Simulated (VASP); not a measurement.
CdH6:

```xyz
7
Lattice="5.3236 0.0000 0.0000 0.0000 5.3236 0.0000 0.0000 0.0000 5.3236" Properties=species:S:1:pos:R:3 pbc="T T T"
Cd    0.0000    0.0000    0.0000
H     0.3751    2.6618    2.6618
H     2.6618    0.3751    2.6618
H     4.9485    2.6618    2.6618
H     2.6618    4.9485    2.6618
H     2.6618    2.6618    0.3751
H     2.6618    2.6618    4.9485
```

The cell was generated, and may not be a known phase.

* Program: VASP 6.6.1
* Task: relaxation of cell and atoms
* Functional: PBE
* Potentials or basis: VASP PAW PBE potentials, release 64 (Cd, H)
* Cutoff: 600 eV
* k mesh: 4 × 4 × 4
* Occupations: gaussian, width 0.02 eV
* Spin: no spin polarisation

At the start: pressure 0.3 GPa; volume 21.55 Å³/atom.

Q: How do energy, volume and symmetry change on relaxing?

A: Over 13 steps the energy falls by 4.2 meV/atom and the volume is 28.00 Å³/atom (+29.9 %); space group Pm-3m (No. 221, to 0.1 Å) before and after.

Step by step:
```csv
step,energy change (eV),largest force (eV/Å),pressure (GPa),volume (Å³)
1,0.0000,0.0289,0.27,150.87
2,-0.0014,0.0233,0.30,151.65
3,-0.0039,0.1845,0.39,154.01
4,-0.0008,0.5279,0.59,158.81
5,-0.0041,0.2667,0.45,155.13
6,-0.0042,0.2659,0.44,155.23
7,-0.0048,0.2630,0.44,155.52
8,-0.0057,0.2573,0.43,156.12
9,-0.0077,0.2462,0.40,157.31
10,-0.0112,0.2246,0.36,159.72
11,-0.0173,0.1840,0.29,164.60
12,-0.0257,0.1126,0.16,174.66
13,-0.0296,0.0072,-0.02,196.00
```

Final structure:
```cif
data_structure
_symmetry_space_group_name_H-M 'P 1'
_symmetry_Int_Tables_number 1
_cell_length_a 5.8088
_cell_length_b 5.8088
_cell_length_c 5.8088
_cell_angle_alpha 90.000
_cell_angle_beta 90.000
_cell_angle_gamma 90.000
_cell_volume 196.00
loop_
_atom_site_label
_atom_site_type_symbol
_atom_site_fract_x
_atom_site_fract_y
_atom_site_fract_z
_atom_site_occupancy
Cd1 Cd 0.00000 0.00000 0.00000 1
H1 H 0.06453 0.50000 0.50000 1
H2 H 0.50000 0.06453 0.50000 1
H3 H 0.93547 0.50000 0.50000 1
H4 H 0.50000 0.93547 0.50000 1
H5 H 0.50000 0.50000 0.06453 1
H6 H 0.50000 0.50000 0.93547 1
```

Caveat: the volume moved by over 15 % at a fixed basis, so the end points are rough.
